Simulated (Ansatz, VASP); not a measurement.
Ge in VASP and in Ansatz

```xyz
1
Lattice="1.3971 -2.6005 0.0000 1.3971 2.6005 0.0000 0.0000 0.0000 2.6982" Properties=species:S:1:pos:R:3 pbc="T T T"
Ge    1.3971    0.0000    0.0000
```

Alike in both runs: task relaxation of cell and atoms; functional PBEsol; k mesh 11 × 11 × 10; occupations fermi-dirac, width 0.05 eV; no spin polarisation.

```csv
,VASP,Ansatz
version,VASP 6.6.1,Ansatz 0.2.0
potentials or method,"VASP PAW PBE potentials, release 64 (Ge_d), cutoff 600 eV","all-electron LAPW, scalar-relativistic"
```

VASP gave:

- relaxed volume (Å³/atom): 18.42
- relaxed cell length with the largest relative difference (Å): 2.836

Problem. Which values does Ansatz return?

Solution. Relaxed volume (Å³/atom): 18.41; relaxed cell length with the largest relative difference (Å): 2.832.

VASP's potentials were made for PBE, not for PBEsol. Ansatz ran all-electron here, and VASP with PAW potentials.
